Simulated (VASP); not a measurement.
# TiB2 (P6/mmm) in VASP: a series of runs, part 3 of 3

VASP 6.6.1.

**5. Vibrations by perturbation theory, PBEsol**

Contents of INCAR:

```
ALGO = Normal
EDIFF = 1E-8
ENCUT = 520
GGA = PS
IBRION = 8
ISIF = 2
ISMEAR = -1
LASPH = T
LCHARG = F
LREAL = F
LWAVE = F
NELM = 100
NSW = 1
PREC = Accurate
SIGMA = 0.05
```

Contents of KPOINTS:

```
k-points
0
Gamma
  8 8 8
```

Contents of POSCAR:

```
TiB2
1.0
    3.0292000000      0.0000000000      0.0000000000
   -1.5146000000      2.6233641531      0.0000000000
    0.0000000000      0.0000000000      3.2284000000
Ti B
1 2
Direct
    0.0000000000      0.0000000000      0.0000000000
    0.6666666667      0.3333333333      0.5000000000
    0.3333333333      0.6666666667      0.5000000000
```

Potentials or basis: VASP PAW PBE potentials, release 64 (Ti_sv, B).

Launch:

```bash
$ cat potpaw_PBE.64/Ti_sv/POTCAR potpaw_PBE.64/B/POTCAR > POTCAR
$ mpirun -np 1 vasp_std > vasp.out
```

OUTCAR:

```text
EDIFF = 1E-8
   ENCUT = 520
   GGA = PS
   IBRION = 8
   ISIF = 2
   ISMEAR = -1
   LASPH = T
   LREAL = F
   NELM = 100
   NSW = 1
   PREC = Accurate

 ion  position               nearest neighbor table
   1  0.000  0.000  0.000-   2 2.38   3 2.38   2 2.38   3 2.38   3 2.38   3 2.38   2 2.38   2 2.38
                             2 2.38   2 2.38   3 2.38   3 2.38
   2  0.667  0.333  0.500-   3 1.75   3 1.75   3 1.75   1 2.38   1 2.38   1 2.38   1 2.38   1 2.38
                             1 2.38
   3  0.333  0.667  0.500-   2 1.75   2 1.75   2 1.75   1 2.38   1 2.38   1 2.38   1 2.38   1 2.38
                             1 2.38

  LATTYP: Found a hexagonal cell.
 ALAT       =     3.0292000000
 C/A-ratio  =     1.0657599366

  Lattice vectors:

 A1 = (   3.0292000000,   0.0000000000,   0.0000000000)
 A2 = (  -1.5146000000,   2.6233641531,   0.0000000000)
 A3 = (   0.0000000000,   0.0000000000,   3.2284000000)

Analysis of symmetry for initial positions (statically):
=====================================================================
 Subroutine PRICEL returns:
 Original cell was already a primitive cell.

 Routine SETGRP: Setting up the symmetry group for a
 hexagonal supercell.

 Subroutine GETGRP returns: Found 24 space group operations
 (whereof 24 operations were pure point group operations)
 out of a pool of 24 trial point group operations.

The static configuration has the point symmetry D_6h.

Analysis of symmetry for dynamics (positions and initial velocities):
=====================================================================
 Subroutine PRICEL returns:
 Original cell was already a primitive cell.

 Routine SETGRP: Setting up the symmetry group for a
 hexagonal supercell.

 Subroutine GETGRP returns: Found 24 space group operations
 (whereof 24 operations were pure point group operations)
 out of a pool of 24 trial point group operations.

The dynamic configuration has the point symmetry D_6h.

 Subroutine INISYM returns: Found 24 space group operations
 (whereof 24 operations are pure point group operations),
 and found     1 'primitive' translations

----------------------------------------------------------------------------------------

                                     Primitive cell

  volume of cell :      25.6551

  direct lattice vectors                    reciprocal lattice vectors
     3.029200000  0.000000000  0.000000000     0.330120164  0.190594965  0.000000000
    -1.514600000  2.623364153  0.000000000     0.000000000  0.381189931  0.000000000
     0.000000000  0.000000000  3.228400000     0.000000000  0.000000000  0.309750960

  length of vectors
     3.029200000  3.029200000  3.228400000     0.381189931  0.381189931  0.309750960

[... 519 lines left out ...]
     11      11.9750      0.00000
     12      13.2464      0.00000
     13      14.2224      0.00000

 [... further k-points ...]
[... 5 lines left out ...]
  --------------------------------------------------------------------------------------
  -------------------------------------------------------------------------------------
  Total       -0.5778016     -0.5778016     -1.1594169      0.0000000     -0.0000000      0.0000000
  in kB      -36.0840671    -36.0840671    -72.4062965      0.0000000     -0.0000000      0.0000000
  external PRESSURE =     -48.1914769 kB  Pullay stress =       0.0000000 kB

 VOLUME and BASIS-vectors are now :
 -----------------------------------------------------------------------------
  energy-cutoff  :      520.00
  volume of cell :       25.66
      direct lattice vectors                 reciprocal lattice vectors
     3.029200000  0.000000000  0.000000000     0.330120164  0.190594965  0.000000000
    -1.514600000  2.623364153  0.000000000     0.000000000  0.381189931  0.000000000
     0.000000000  0.000000000  3.228400000     0.000000000  0.000000000  0.309750960

 POSITION                                       TOTAL-FORCE (eV/Angst)
 -----------------------------------------------------------------------------------
      0.00000      0.00000      0.00000        -0.000000      0.000000      0.000000
      1.51460      0.87445      1.61420        -0.000000      0.000000      0.000000
     -0.00000      1.74891      1.61420         0.000000     -0.000000     -0.000000
 -----------------------------------------------------------------------------------
    total drift:                               -0.000000      0.000000      0.000000

  FREE ENERGIE OF THE ION-ELECTRON SYSTEM (eV)
  ---------------------------------------------------
  free  energy   TOTEN  =       -25.7866684897 eV

  energy  without entropy=      -25.7843015517  energy(sigma->0) =      -25.78548502

[... ionic steps 2 to 3 ...]

--------------------------------------- Ionic step        4  -------------------------------------------

------------------------ aborting loop because EDIFF is reached ----------------------------------------
[... 11 lines left out ...]
[... ionic steps 8 to 8 ...]

--------------------------------------- Ionic step        9  -------------------------------------------

 Free energy of the ion-electron system (eV)
  ---------------------------------------------------
  ---------------------------------------------------
  free energy    TOTEN  =        -0.04458942 eV

  energy without entropy =       -0.04458941

------------------------ aborting loop because EDIFF is reached ----------------------------------------

 INTERNAL STRAIN TENSOR  FOR ION    2  DIRECTION 3   (eV/Angst):
 -----------------------------------------------------------------------------
    -0.00572 -0.00000  0.00000
     0.00000 -0.00572 -0.00000
     0.00000  0.00000  0.00799

 INTERNAL STRAIN TENSOR FOR ION    3 for displacements in x,y,z  (eV/Angst):
          X           Y           Z          XY          YZ          ZX
  --------------------------------------------------------------------------------
  x     0.00000    -0.00000     0.00000    -3.63537     0.00000     0.00000
  y    -3.63537     3.63537     0.00000     0.00000     0.00000     0.00000
  z     0.00000     0.00000     0.00000     0.00000     0.00000     0.00000

 SECOND DERIVATIVES (NOT SYMMETRIZED)
 ------------------------------------
               1X          1Y          1Z          2X          2Y          2Z          3X          3Y          3Z
  1X   -14.287403    0.000000    0.000000    7.143701    0.000000    0.000000    7.143701    0.000000    0.000000
  1Y     0.000000  -14.287403    0.000000    0.000000    7.143701    0.000000    0.000000    7.143701    0.000000
  1Z     0.000000    0.000000  -13.794607    0.000000   -0.000000    6.897303    0.000000   -0.000000    6.897303
  2X     7.137224    0.000000    0.000000  -19.261445    0.000000    0.000000   12.124221   -0.000000    0.000000
  2Y     0.000000    7.137224    0.000000    0.000000  -19.261445    0.000000    0.000000   12.124221    0.000000
  2Z     0.000000    0.000000    6.880973    0.000000   -0.000000   -9.418312    0.000000   -0.000000    2.537339
  3X     7.137224    0.000000    0.000000   12.124221   -0.000000    0.000000  -19.261445    0.000000    0.000000
  3Y     0.000000    7.137224    0.000000    0.000000   12.124221    0.000000    0.000000  -19.261445    0.000000
  3Z     0.000000    0.000000    6.880973    0.000000   -0.000000    2.537339    0.000000   -0.000000   -9.418312

 Eigenvectors and eigenvalues of the dynamical matrix
 ----------------------------------------------------

   1 f  =   26.636887 THz   167.364495 2PiTHz  888.510898 cm-1   110.161262 meV
             X         Y         Z           dx          dy          dz
      0.000000  0.000000  0.000000     0.000000   -0.000000    0.000000
      1.514600  0.874455  1.614200    -0.707107   -0.000001   -0.000000
     -0.000000  1.748909  1.614200     0.707107    0.000001    0.000000
[... 43 lines left out ...]
   9 f/i=    0.008252 THz     0.051849 2PiTHz    0.275256 cm-1     0.034127 meV
             X         Y         Z           dx          dy          dz
      0.000000  0.000000  0.000000     0.000000    0.000000   -0.829694
      1.514600  0.874455  1.614200     0.000000    0.000000   -0.394720
     -0.000000  1.748909  1.614200     0.000000    0.000000   -0.394720

--------------------------------------------------------------------------------------------------------

 ELASTIC MODULI CONTR FROM IONIC RELAXATION (kBar)
 Direction    XX          YY          ZZ          XY          YZ          ZX
 --------------------------------------------------------------------------------
 XX         -52.5935     52.5935      0.0000      0.0000      0.0000      0.0000
 YY          52.5935    -52.5935     -0.0000     -0.0000      0.0000      0.0000
 ZZ           0.0000     -0.0000     -0.0000     -0.0000      0.0000      0.0000
 XY           0.0000     -0.0000     -0.0000    -52.5935      0.0000      0.0000
 YZ           0.0000      0.0000      0.0000      0.0000      0.0000      0.0000
 ZX           0.0000      0.0000      0.0000      0.0000      0.0000      0.0000
 --------------------------------------------------------------------------------
```

stdout:

```text
POSCAR found type information on POSCAR TiB
 POSCAR found :  2 types and       3 ions
 scaLAPACK will be used
 -----------------------------------------------------------------------------
|                                                                             |
|                                                                             |
|     You enforced a specific xc type in the INCAR file but a different       |
|     I HOPE YOU KNOW WHAT YOU ARE DOING!                                     |
|                                                                             |
 -----------------------------------------------------------------------------

 LDA part: xc-table for (Slater+PW92), standard interpolation
 POSCAR, INCAR and KPOINTS ok, starting setup
 FFT: planning ... GRIDC
 FFT: planning ... GRID_SOFT
 FFT: planning ... GRID
 WAVECAR not read
 entering main loop
 Linear response reoptimize wavefunctions to high precision
 Linear response DOF=           4
 Linear response progress:
 first order change of Fermi-energy   0.83478E-03
 force on displaced ion       1 direction 1 : -14.287   0.000   0.000
 Linear response progress:
 first order change of Fermi-energy   0.23913E-02
 force on displaced ion       1 direction 3 :  -0.000   0.000 -13.795
 Linear response progress:
 first order change of Fermi-energy   0.10536E-03
 force on displaced ion       2 direction 1 : -19.261   0.000   0.000
 Linear response progress:
 first order change of Fermi-energy  -0.31704E-03
 force on displaced ion       2 direction 3 :  -0.000   0.000  -9.418
 Linear response finished
```

Wall time 3 min (1 thread of Intel Xeon Platinum 8488C (Sapphire Rapids), shared host); peak memory 0.27 GiB.

Results:

| Property | Result |
| --- | --- |
| Highest phonon frequency at Γ, LO-TO splitting left out | 889 cm⁻¹ |

Phonon frequencies in cm⁻¹ (negative: imaginary):
| q point | frequencies |
| --- | --- |
| (0.000, 0.000, 0.000) | 0 0 0 501 511 511 548 889 889 |

Caveat: the cell wasn't relaxed at this level first, which shifts response properties; the PAW data sets were made with another functional, which shifts forces and pressure a little.

**6. Elastic constants, PBEsol**

Contents of INCAR:

```
  PREC = Accurate
  ENCUT = 600
  EDIFF = 1E-8
  ISMEAR = -1
  SIGMA = 0.05
  LREAL = False
  LASPH = True
  NELM = 80
  ALGO = Normal
  ISIF = 3
  LWAVE = False
  LCHARG = False
  GGA = PS
  IBRION = 6
  NFREE = 2
  POTIM = 0.015
  NSW = 1
```

Contents of KPOINTS:

```
Automatic mesh
0
Gamma
  8 8 8
```

POSCAR is that of step 5.

Potentials or basis: VASP PAW PBE potentials, release 64 (Ti_sv, B).

Launch:

```bash
$ cat potpaw_PBE.64/Ti_sv/POTCAR potpaw_PBE.64/B/POTCAR > POTCAR
$ mpirun -np 1 vasp_std > vasp.out
```

OUTCAR:

```text
PREC = Accurate
   ENCUT = 600
   EDIFF = 1E-8
   ISMEAR = -1
   LREAL = False
   LASPH = True
   NELM = 80
   ISIF = 3
   GGA = PS
   IBRION = 6
   NFREE = 2
   POTIM = 0.015
   NSW = 1

 ion  position               nearest neighbor table
   1  0.000  0.000  0.000-   2 2.38   3 2.38   2 2.38   3 2.38   3 2.38   3 2.38   2 2.38   2 2.38
                             2 2.38   2 2.38   3 2.38   3 2.38
   2  0.667  0.333  0.500-   3 1.75   3 1.75   3 1.75   1 2.38   1 2.38   1 2.38   1 2.38   1 2.38
                             1 2.38
   3  0.333  0.667  0.500-   2 1.75   2 1.75   2 1.75   1 2.38   1 2.38   1 2.38   1 2.38   1 2.38
                             1 2.38

  LATTYP: Found a hexagonal cell.
 ALAT       =     3.0292000000
 C/A-ratio  =     1.0657599366

  Lattice vectors:

[... 1213 lines left out ...]
  y     0.00000     0.00000     0.00000     0.00000     0.00000     0.00000
  z     0.00000     0.00000     0.00000     0.00000     0.00000     0.00000

 INTERNAL STRAIN TENSOR FOR ION    3 for displacements in x,y,z  (eV/Angst):
          X           Y           Z          XY          YZ          ZX
  --------------------------------------------------------------------------------
  x     0.00000    -0.00000     0.00000    -3.71469     0.00000     0.00000
  y    -3.71469     3.71469     0.00000    -0.00000     0.00000     0.00000
  z     0.00000     0.00000     0.00000     0.00000     0.00000     0.00000

 Eigenvectors and eigenvalues of the dynamical matrix
 ----------------------------------------------------

   1 f  =   26.633113 THz   167.340782 2PiTHz  888.385013 cm-1   110.145654 meV
             X         Y         Z           dx          dy          dz
      0.000000  0.000000  0.000000    -0.000000   -0.000000    0.000000
      1.514600  0.874455  1.614200    -0.707107   -0.000001   -0.000000
     -0.000000  1.748909  1.614200     0.707107    0.000001    0.000000
[... 43 lines left out ...]
   9 f/i=    0.003833 THz     0.024086 2PiTHz    0.127867 cm-1     0.015854 meV
             X         Y         Z           dx          dy          dz
      0.000000  0.000000  0.000000     0.000000   -0.000000   -0.829858
      1.514600  0.874455  1.614200     0.000000   -0.000000   -0.394547
     -0.000000  1.748909  1.614200     0.000000   -0.000000   -0.394547

--------------------------------------------------------------------------------------------------------

 ELASTIC MODULI CONTR FROM IONIC RELAXATION (kBar)
 Direction    XX          YY          ZZ          XY          YZ          ZX
 --------------------------------------------------------------------------------
 XX         -54.9294     54.9294      0.0000     -0.0000      0.0000      0.0000
 YY          54.9294    -54.9294     -0.0000      0.0000      0.0000      0.0000
 ZZ           0.0000     -0.0000     -0.0000      0.0000      0.0000      0.0000
 XY          -0.0000      0.0000      0.0000    -54.9294      0.0000      0.0000
 YZ           0.0000      0.0000      0.0000      0.0000      0.0000      0.0000
 ZX           0.0000      0.0000      0.0000      0.0000      0.0000      0.0000
 --------------------------------------------------------------------------------

 TOTAL ELASTIC MODULI (kBar)
 Direction    XX          YY          ZZ          XY          YZ          ZX
 --------------------------------------------------------------------------------
 XX        6499.7487    674.3529    975.0597     -0.0000     -0.0000      0.0000
 YY         674.3529   6499.7487    975.0597      0.0000      0.0000     -0.0000
 ZZ         975.0597    975.0597   4491.6977      0.0000      0.0000     -0.0000
 XY          -0.0000      0.0000      0.0000   2912.6979      0.0000      0.0000
 YZ          -0.0000      0.0000      0.0000     -0.0000   2588.2997      0.0000
 ZX           0.0000     -0.0000     -0.0000      0.0000      0.0000   2588.2993
 --------------------------------------------------------------------------------
```

stdout:

```text
POSCAR found type information on POSCAR TiB
 POSCAR found :  2 types and       3 ions
 scaLAPACK will be used
 -----------------------------------------------------------------------------
|                                                                             |
|                                                                             |
|     You enforced a specific xc type in the INCAR file but a different       |
|     I HOPE YOU KNOW WHAT YOU ARE DOING!                                     |
[... 40 lines left out ...]
 Finite differences progress:
 bond charge predicted
 Finite differences progress:
 bond charge predicted
 Finite differences progress:
 bond charge predicted
 Finite differences progress:
 bond charge predicted
 Finite differences progress:
 bond charge predicted
 Finite differences progress:
 bond charge predicted
 Finite differences progress:
```

Wall time 5.2 min (1 thread of Intel Xeon Platinum 8488C (Sapphire Rapids), shared host); peak memory 0.26 GiB.

Results:

```
Voigt bulk modulus                                      : 253 GPa
Highest phonon frequency at Γ, LO-TO splitting left out : 888 cm⁻¹
```

Phonon frequencies in cm⁻¹ (negative: imaginary):
```csv
q point,frequencies
"(0.000, 0.000, 0.000)",0 0 0 501 510 510 549 888 888
```

Elastic tensor in Voigt notation (GPa, in the Cartesian axes of the cell as first typed):
```
650  67  98   0   0   0
 67 650  98   0   0   0
 98  98 449   0   0   0
  0   0   0 259   0   0
  0   0   0   0 259   0
  0   0   0   0   0 291
```

Clamped-ion elastic tensor (GPa):
```
655  62  98   0   0   0
 62 655  98   0   0   0
 98  98 449   0   0   0
  0   0   0 259   0   0
  0   0   0   0 259   0
  0   0   0   0   0 297
```

Caveat: the cell is under stress, which shifts elastic constants; the PAW data sets were made with another functional, which shifts forces and pressure a little.
